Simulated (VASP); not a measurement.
# Ti2CuP3 (P-4m2) in VASP: notebook, part 2 of 2

VASP 6.6.1.

## 3. Single point, r2SCAN+U

This run uses another cell than the first one, of 15.04 Å³/atom, 1.037 times its volume.

Contents of POSCAR:

```
Ti2CuP3
1.0
    3.4511750328      0.0000000000      0.0000000000
    0.0000000000      3.4511750328      0.0000000000
    0.0000000000      0.0000000000      7.5775222755
P Ti Cu
3 2 1
Direct
    0.0000000000      0.5000000000      0.3776170574
    0.5000000000      0.0000000000      0.6223829426
    0.5000000000      0.5000000000      0.0000000000
    0.0000000000      0.5000000000      0.7195268182
    0.5000000000      0.0000000000      0.2804731818
    0.0000000000      0.0000000000      0.0000000000
```

Contents of INCAR.step1:

```
SYSTEM = Ti2CuP3
PREC = Accurate ; ENCUT = 520
ISMEAR = -5 ; SIGMA = 0.1
LREAL = .FALSE. ; LASPH = .TRUE.
NELM = 150 ; LMAXMIX = 4
LDAU = .TRUE. ; LDAUTYPE = 2
LDAUL = -1 2 2 ; LDAUU = 0 3.91 6.13
LDAUJ = 0 0 0 ; NBANDS = 34
GGA = PE ; ALGO = Normal
EDIFF = 1E-4 ; LWAVE = .TRUE.
LCHARG = .FALSE.
```

Contents of INCAR.step2:

```
SYSTEM = Ti2CuP3
PREC = Accurate ; ENCUT = 520
EDIFF = 1E-6 ; ISMEAR = -5
SIGMA = 0.1 ; LREAL = .FALSE.
LASPH = .TRUE. ; NELM = 150
ALGO = Normal ; ISIF = 2
LWAVE = .FALSE. ; LCHARG = .FALSE.
LMAXMIX = 4 ; LDAU = .TRUE.
LDAUTYPE = 2 ; LDAUL = -1 2 2
LDAUU = 0 3.91 6.13 ; LDAUJ = 0 0 0
LDAUPRINT = 1 ; METAGGA = R2SCAN
LMIXTAU = .TRUE. ; NBANDS = 34
ISTART = 1
```

Contents of KPOINTS:

```
Automatic mesh
0
G
  5 5 3
  0 0 0
```

Potentials or basis: VASP PAW PBE potentials, release 64 (P, Ti_sv, Cu).

Started as:

```
$ cat potpaw_PBE.64/P/POTCAR potpaw_PBE.64/Ti_sv/POTCAR potpaw_PBE.64/Cu/POTCAR > POTCAR
$ cp INCAR.step1 INCAR
$ mpirun -np 1 vasp_std > vasp.out
$ cp INCAR.step2 INCAR
$ mpirun -np 1 vasp_std > vasp.out
```

OUTCAR:

```text
SYSTEM = Ti2CuP3
   PREC = Accurate
   ENCUT = 520
   EDIFF = 1E-6
   ISMEAR = -5
   LREAL = .FALSE.
   LASPH = .TRUE.
   NELM = 150
   ISIF = 2
   METAGGA = R2SCAN
   ISTART = 1

 ion  position               nearest neighbor table
   1  0.000  0.500  0.378-   5 2.55   5 2.55   5 2.55   5 2.55   4 2.59
   2  0.500  0.000  0.622-   4 2.55   4 2.55   4 2.55   4 2.55   5 2.59
   3  0.500  0.500  0.000-   6 2.44   6 2.44   6 2.44   6 2.44   5 2.74   4 2.74   4 2.74   5 2.74

   4  0.000  0.500  0.720-   2 2.55   2 2.55   2 2.55   2 2.55   1 2.59   6 2.74   6 2.74   3 2.74
                             3 2.74
   5  0.500  0.000  0.280-   1 2.55   1 2.55   1 2.55   1 2.55   2 2.59   3 2.74   6 2.74   6 2.74
                             3 2.74
   6  0.000  0.000  0.000-   3 2.44   3 2.44   3 2.44   3 2.44   4 2.74   5 2.74   5 2.74   4 2.74

  LATTYP: Found a simple tetragonal cell.
 ALAT       =     3.4511750328
 C/A-ratio  =     2.1956354585

  Lattice vectors:

 A1 = (   3.4511750328,   0.0000000000,   0.0000000000)
 A2 = (   0.0000000000,   3.4511750328,   0.0000000000)
 A3 = (   0.0000000000,   0.0000000000,   7.5775222755)
[... 277 lines left out ...]

 val. band max:        8.7064015927   @ k =   0.2000   0.0000   0.0000
 cond. band min:       8.9465592121   @ k =   0.0000   0.0000   0.3333
 fundamental gap:      0.2401576194
 Fermi energy:         8.6776231609

 k-point     1 :       0.0000    0.0000    0.0000
  band No.  band energies     occupation
      1     -51.9727      2.00000
      2     -51.9717      2.00000
      3     -27.2110      2.00000
      4     -27.1919      2.00000
      5     -27.1467      2.00000
      6     -27.1467      2.00000
[... 433 lines left out ...]
     33      12.1338      0.00000
     34      12.7437      0.00000

------------------------ aborting loop because EDIFF is reached ----------------------------------------

  FORCE on cell =-STRESS in cart. coord.  units (eV):
  Direction    XX          YY          ZZ          XY          YZ          ZX
  --------------------------------------------------------------------------------------
  -------------------------------------------------------------------------------------
  Total       -0.6997869     -0.6997869     -0.1484770      0.0000000      0.0000000      0.0000000
  in kB      -12.4226775    -12.4226775     -2.6357768      0.0000000      0.0000000      0.0000000
  external PRESSURE =      -9.1603773 kB  Pullay stress =       0.0000000 kB

 VOLUME and BASIS-vectors are now :
 -----------------------------------------------------------------------------
  energy-cutoff  :      520.00
  volume of cell :       90.25
      direct lattice vectors                 reciprocal lattice vectors
     3.451175033  0.000000000  0.000000000     0.289756385  0.000000000  0.000000000
     0.000000000  3.451175033  0.000000000     0.000000000  0.289756385  0.000000000
     0.000000000  0.000000000  7.577522275     0.000000000  0.000000000  0.131969259

 POSITION                                       TOTAL-FORCE (eV/Angst)
 -----------------------------------------------------------------------------------
      0.00000      1.72559      2.86140         0.000000      0.000000     -0.153088
      1.72559      0.00000      4.71612         0.000000     -0.000000      0.153088
      1.72559      1.72559      0.00000         0.000000     -0.000000      0.000000
      0.00000      1.72559      5.45223         0.000000      0.000000      0.243453
      1.72559      0.00000      2.12529         0.000000     -0.000000     -0.243453
      0.00000      0.00000      0.00000         0.000000     -0.000000      0.000000
 -----------------------------------------------------------------------------------
    total drift:                                0.000000      0.000000      0.000000

  FREE ENERGIE OF THE ION-ELECTRON SYSTEM (eV)
  ---------------------------------------------------
  free  energy   TOTEN  =       -60.3729222113 eV

  energy  without entropy=      -60.3729222113  energy(sigma->0) =      -60.37292221
```

OUTCAR.step1:

```text
SYSTEM = Ti2CuP3
   PREC = Accurate
   ENCUT = 520
   ISMEAR = -5
   LREAL = .FALSE.
   LASPH = .TRUE.
[... 676 lines left out ...]
      0.00000      1.72559      5.45223         0.000000      0.000000      0.280100
      1.72559      0.00000      2.12529        -0.000000      0.000000     -0.280100
      0.00000      0.00000      0.00000        -0.000000     -0.000000      0.000000
 -----------------------------------------------------------------------------------
    total drift:                                0.000000      0.000000      0.000000

  FREE ENERGIE OF THE ION-ELECTRON SYSTEM (eV)
  ---------------------------------------------------
  free  energy   TOTEN  =       -31.7732282702 eV

  energy  without entropy=      -31.7732282702  energy(sigma->0) =      -31.77322827
```

Run time: 2.3 min. Hardware: 1 thread of AMD EPYC 9R14 (Zen 4), shared host; peak memory 0.2 GiB.

Results:

| Property | Result |
| --- | --- |
| Free energy | -60.3729 eV |
| Pressure | -0.9 GPa |
| Largest force | 0.243 eV/Å |
| Band gap on the k mesh | zero (band 25 reaches 9.41 eV, above the bottom of band 26 at 7.81 eV) |

Forces on the atoms (eV/Å):
```
P    0.000  0.000 -0.153
P    0.000  0.000  0.153
P    0.000  0.000  0.000
Ti   0.000  0.000  0.243
Ti   0.000  0.000 -0.243
Cu   0.000  0.000  0.000
```

Levels at points of the mesh, in eV from the Fermi level:
```tsv
k point	band 22	band 23	band 24	band 25	band 26	band 27	band 28	band 29
(0.00, 0.00, 0.00)	-1.34	-1.16	-0.71	0.73	0.73	0.84	0.97	1.21
```

Eigenvalues of the final occupation matrices:
```tsv
site	spin	trace	eigenvalues
site 4 d	1	0.87	0.09 0.12 0.17 0.21 0.27
site 4 d	2	0.87	0.09 0.12 0.17 0.21 0.27
site 5 d	1	0.87	0.09 0.12 0.17 0.21 0.27
site 5 d	2	0.87	0.09 0.12 0.17 0.21 0.27
site 6 d	1	4.72	0.93 0.94 0.95 0.95 0.95
site 6 d	2	4.72	0.93 0.94 0.95 0.95 0.95
```

Caveat: the k points lie up to 0.36 Å⁻¹ apart; the PAW data sets were made with another functional, which shifts forces and pressure a little; U without spin polarisation on a metal has little footing; the U is typed as a test and isn't derived for this compound; tetrahedron occupations give inexact forces and stress in metals.

## 4. Single point, r2SCAN+U

This run uses another cell than the first one, of 15.04 Å³/atom, 1.037 times its volume.

Contents of POSCAR:

```
Ti2CuP3
1.0
    3.4513644540      0.0000000000      0.0000000000
    0.0000000000      3.4513644540      0.0000000000
    0.0000000000      0.0000000000      7.5752733017
P Ti Cu
3 2 1
Direct
    0.0000000000      0.5000000000      0.3775240080
    0.5000000000      0.0000000000      0.6224759920
    0.5000000000      0.5000000000      0.0000000000
    0.0000000000      0.5000000000      0.7195371732
    0.5000000000      0.0000000000      0.2804628268
    0.0000000000      0.0000000000      0.0000000000
```

Contents of INCAR.step1:

```
PREC = Accurate
ENCUT = 520
ISMEAR = -5
SIGMA = 0.1
LREAL = False
LASPH = True
NELM = 150
LMAXMIX = 4
LDAU = True
LDAUTYPE = 2
LDAUL = -1 2 2
LDAUU = 0 3.91 6.13
LDAUJ = 0 0 0
NBANDS = 34
GGA = PE
ALGO = Normal
EDIFF = 1E-4
LWAVE = True
LCHARG = False
```

Contents of INCAR.step2:

```
PREC = Accurate
ENCUT = 520
EDIFF = 1E-7
ISMEAR = -5
SIGMA = 0.1
LREAL = False
LASPH = True
NELM = 150
ALGO = Normal
ISIF = 2
LWAVE = False
LCHARG = False
LMAXMIX = 4
LDAU = True
LDAUTYPE = 2
LDAUL = -1 2 2
LDAUU = 0 3.91 6.13
LDAUJ = 0 0 0
LDAUPRINT = 1
METAGGA = R2SCAN
LMIXTAU = True
NBANDS = 34
ISTART = 1
```

Contents of KPOINTS:

```
regular mesh
0
Gamma
  5 5 3
```

Potentials or basis: VASP PAW PBE potentials, release 64 (P, Ti_sv, Cu).

Started as:

```
$ cat potpaw_PBE.64/P/POTCAR potpaw_PBE.64/Ti_sv/POTCAR potpaw_PBE.64/Cu/POTCAR > POTCAR
$ cp INCAR.step1 INCAR
$ mpirun -np 1 vasp_std > vasp.out
$ cp INCAR.step2 INCAR
$ mpirun -np 1 vasp_std > vasp.out
```

OUTCAR:

```text
PREC = Accurate
   ENCUT = 520
   EDIFF = 1E-7
   ISMEAR = -5
   LREAL = False
   LASPH = True
   NELM = 150
   ISIF = 2
   METAGGA = R2SCAN
   ISTART = 1

 ion  position               nearest neighbor table
   1  0.000  0.500  0.378-   5 2.55   5 2.55   5 2.55   5 2.55   4 2.59
   2  0.500  0.000  0.622-   4 2.55   4 2.55   4 2.55   4 2.55   5 2.59
   3  0.500  0.500  0.000-   6 2.44   6 2.44   6 2.44   6 2.44   5 2.74   4 2.74   4 2.74   5 2.74

   4  0.000  0.500  0.720-   2 2.55   2 2.55   2 2.55   2 2.55   1 2.59   6 2.74   6 2.74   3 2.74
                             3 2.74
[... 746 lines left out ...]
  Total       -0.6931630     -0.6931630     -0.1182382      0.0000000      0.0000000      0.0000000
  in kB      -12.3073914    -12.3073914     -2.0993676      0.0000000      0.0000000      0.0000000
  external PRESSURE =      -8.9047168 kB  Pullay stress =       0.0000000 kB

 VOLUME and BASIS-vectors are now :
 -----------------------------------------------------------------------------
  energy-cutoff  :      520.00
  volume of cell :       90.24
      direct lattice vectors                 reciprocal lattice vectors
     3.451364454  0.000000000  0.000000000     0.289740482  0.000000000  0.000000000
     0.000000000  3.451364454  0.000000000     0.000000000  0.289740482  0.000000000
     0.000000000  0.000000000  7.575273302     0.000000000  0.000000000  0.132008439

 POSITION                                       TOTAL-FORCE (eV/Angst)
 -----------------------------------------------------------------------------------
      0.00000      1.72568      2.85985         0.000000     -0.000000     -0.150163
      1.72568      0.00000      4.71543         0.000000      0.000000      0.150163
      1.72568      1.72568      0.00000         0.000000     -0.000000     -0.000000
      0.00000      1.72568      5.45069         0.000000     -0.000000      0.242516
      1.72568      0.00000      2.12458         0.000000     -0.000000     -0.242516
      0.00000      0.00000      0.00000         0.000000      0.000000     -0.000000
 -----------------------------------------------------------------------------------
    total drift:                                0.000000      0.000000      0.000000

  FREE ENERGIE OF THE ION-ELECTRON SYSTEM (eV)
  ---------------------------------------------------
  free  energy   TOTEN  =       -60.3731328262 eV

  energy  without entropy=      -60.3731328262  energy(sigma->0) =      -60.37313283
```

OUTCAR.step1:

```text
PREC = Accurate
   ENCUT = 520
   ISMEAR = -5
   LREAL = False
   LASPH = True
   NELM = 150
[... 675 lines left out ...]
      0.00000      1.72568      5.45069         0.000000     -0.000000      0.278506
      1.72568      0.00000      2.12458         0.000000     -0.000000     -0.278506
      0.00000      0.00000      0.00000         0.000000     -0.000000      0.000000
 -----------------------------------------------------------------------------------
    total drift:                                0.000000      0.000000      0.000000

  FREE ENERGIE OF THE ION-ELECTRON SYSTEM (eV)
  ---------------------------------------------------
  free  energy   TOTEN  =       -31.7732379608 eV

  energy  without entropy=      -31.7732379608  energy(sigma->0) =      -31.77323796
```

OSZICAR.step1:

```text
N       E                     dE             d eps       ncg     rms          rms(c)
DAV:   1     0.536039466139E+03    0.53604E+03   -0.23427E+04   816   0.177E+03
DAV:   2     0.331376079748E+02   -0.50290E+03   -0.48774E+03   816   0.480E+02
DAV:   3    -0.333246725837E+02   -0.66462E+02   -0.64249E+02  1252   0.161E+02
DAV:   4    -0.394982606263E+02   -0.61736E+01   -0.61312E+01  1336   0.409E+01
DAV:   5    -0.398363578724E+02   -0.33810E+00   -0.33750E+00  1200   0.804E+00    0.189E+01
DAV:   6    -0.324544699590E+02    0.73819E+01   -0.53652E+01  1190   0.805E+01    0.860E+00
DAV:   7    -0.318463644693E+02    0.60811E+00   -0.11232E+01  1194   0.294E+01    0.550E+00
DAV:   8    -0.317689189993E+02    0.77445E-01   -0.10218E+00  1240   0.125E+01    0.248E+00
DAV:   9    -0.318056161679E+02   -0.36697E-01   -0.47628E-01  1264   0.124E+01    0.189E+00
DAV:  10    -0.317700650826E+02    0.35551E-01   -0.13990E-01  1096   0.561E+00    0.649E-01
DAV:  11    -0.317730931688E+02   -0.30281E-02   -0.14248E-02  1344   0.973E-01    0.157E-01
DAV:  12    -0.317734487497E+02   -0.35558E-03   -0.13495E-03  1120   0.286E-01    0.121E-01
DAV:  13    -0.317732555838E+02    0.19317E-03   -0.97390E-04   990   0.260E-01    0.430E-02
DAV:  14    -0.317732379608E+02    0.17623E-04   -0.12921E-04   666   0.100E-01
   1 F= -.31773238E+02 E0= -.31773238E+02  d E =0.000000E+00
```

Run time: 2.7 min. Hardware: 1 thread of AMD EPYC 9R14 (Zen 4), shared host; peak memory 0.2 GiB.

What came out:

* Free energy: -60.3731 eV
* Pressure: -0.9 GPa
* Largest force: 0.243 eV/Å
* Band gap on the k mesh: zero (band 25 reaches 9.41 eV, above the bottom of band 26 at 7.81 eV)

Forces in eV/Å, atoms in the order of the input:
```
P    0.000  0.000 -0.150
P    0.000  0.000  0.150
P    0.000  0.000  0.000
Ti   0.000  0.000  0.243
Ti   0.000  0.000 -0.243
Cu   0.000  0.000  0.000
```

Stress tensor (GPa, compression positive):
```
-1.23  0.00  0.00
 0.00 -1.23  0.00
 0.00  0.00 -0.21
```

Eigenvalues of the final occupation matrices:
```tsv
site	spin	trace	eigenvalues
site 4 d	1	0.87	0.09 0.12 0.17 0.21 0.27
site 4 d	2	0.87	0.09 0.12 0.17 0.21 0.27
site 5 d	1	0.87	0.09 0.12 0.17 0.21 0.27
site 5 d	2	0.87	0.09 0.12 0.17 0.21 0.27
site 6 d	1	4.72	0.93 0.94 0.95 0.95 0.95
site 6 d	2	4.72	0.93 0.94 0.95 0.95 0.95
```

Caveat: the k points lie up to 0.36 Å⁻¹ apart; the PAW data sets were made with another functional, which shifts forces and pressure a little; U without spin polarisation on a metal has little footing; the U is typed as a test and isn't derived for this compound; tetrahedron occupations give inexact forces and stress in metals.

## 5. The runs side by side

| U | cell | gap on the mesh (eV) | pressure (GPa) | largest force (eV/Å) |
| --- | --- | --- | --- | --- |
| Cu d U = 4.0 eV | a = 3.400, b = 3.400, c = 7.527 Å, 6 atoms | none | -0.6 | 0.06 |
| Cu d U = 6.13 eV, Ti d U = 3.91 eV | a = 3.451, b = 3.451, c = 7.578 Å, 6 atoms | none | -0.9 | 0.24 |
| Cu d U = 6.13 eV, Ti d U = 3.91 eV | a = 3.451, b = 3.451, c = 7.575 Å, 6 atoms | none | -0.9 | 0.24 |

Alike in all rows: task single point; level r2SCAN+U; potentials or basis VASP PAW PBE potentials, release 64 (P, Ti_sv, Cu); no spin polarisation; k mesh 5 × 5 × 3; cutoff (eV) 520; smearing tetrahedron.

Caveats: all runs use coarse meshes; the PAW data sets were made with another functional, which shifts forces and pressure a little; U without spin polarisation on a metal has little footing; the U is typed as a test and isn't derived for this compound; tetrahedron occupations give inexact forces and stress in metals.

Absolute energies hang on the potentials; compare differences alone.
